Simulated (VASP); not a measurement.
# FeO (Wuestite): single point with PBE+D3(BJ)

**Experimental background.**

“W\"ustite: Electric, thermodynamic and optical properties of FeO”, 2012, arxiv:1203.1201 quotes, for a bulk crystal of FeO: band gap 2.4 eV (optical).

Crystal: FeO (Wuestite).

```
CELL_PARAMETERS angstrom
0.00000 2.14158 2.14158
2.14158 0.00000 2.14158
2.14158 2.14158 0.00000
ATOMIC_POSITIONS crystal
Fe 0.00000 0.00000 0.00000
O 0.50000 0.50000 0.50000
```

```
Program             : VASP 6.6.1
Task                : single point
Functional          : PBE
Dispersion          : D3(BJ)
Potentials or basis : VASP PAW PBE potentials, release 64 (Fe, O)
Cutoff              : 520 eV
k mesh              : 11 × 11 × 11
Occupations         : fermi-dirac, width 0.05 eV
Spin                : collinear spin, ferromagnetic start
Starting moments    : [3.0, 0.0] μB
```

```json
{
 "Pressure": "0.3 GPa",
 "Band gap on the k mesh": "zero (filled and empty bands overlap)",
 "Net moment": "4.00 μB per cell",
 "Site moments": "Fe +3.62; O +0.31 μB",
 "Valence electrons inside the program's atomic spheres": "Fe 6.76; O 5.00",
 "Dispersion energy per atom": "-0.203 eV"
}
```

Levels at points of the mesh, in eV from the Fermi level:
Spin up:
```tsv
k point	band 7	band 8	band 9	band 10	band 11	band 12
(0.00, 0.00, 0.00)	-3.86	-3.68	-3.68	0.20	15.54	17.20
```
Spin down:
| k point | band 1 | band 2 | band 3 | band 4 | band 5 | band 6 | band 7 | band 8 | band 9 | band 10 |
| --- | --- | --- | --- | --- | --- | --- | --- | --- | --- | --- |
| (0.00, 0.00, 0.00) | -20.34 | -3.30 | -3.30 | -3.30 | -0.76 | -0.76 | -0.76 | 0.19 | 0.19 | 1.01 |

It took 100 s on 1 thread of AMD EPYC 7R43 64-Core Processor (Zen 3) (shared host), peak memory 0.14 GiB.

Against the measured gap of FeO, 2.4 eV (optical; quoted in “W\"ustite: Electric, thermodynamic and optical properties of FeO”, 2012, arxiv:1203.1201), the calculated 0.00 eV is off by -2.40 eV. So large a miss can be the level of theory's own, or it may mean another phase, state or a wrong row. The value is that of PBE+D3(BJ) on a finite k mesh, which can miss the band edges, without temperature or zero-point motion. Semilocal functionals fall short of measured gaps as a rule. The run's magnetic order (collinear spin, ferromagnetic start) needn't be the measured crystal's.

Caveat: a cell with one magnetic atom can't hold antiferromagnetic order, which such compounds often take; semilocal functionals often make such compounds metallic where correlation or magnetic order opens a gap, which also shifts bond lengths; pairwise dispersion overbinds metals, which lowers pressure and volume.
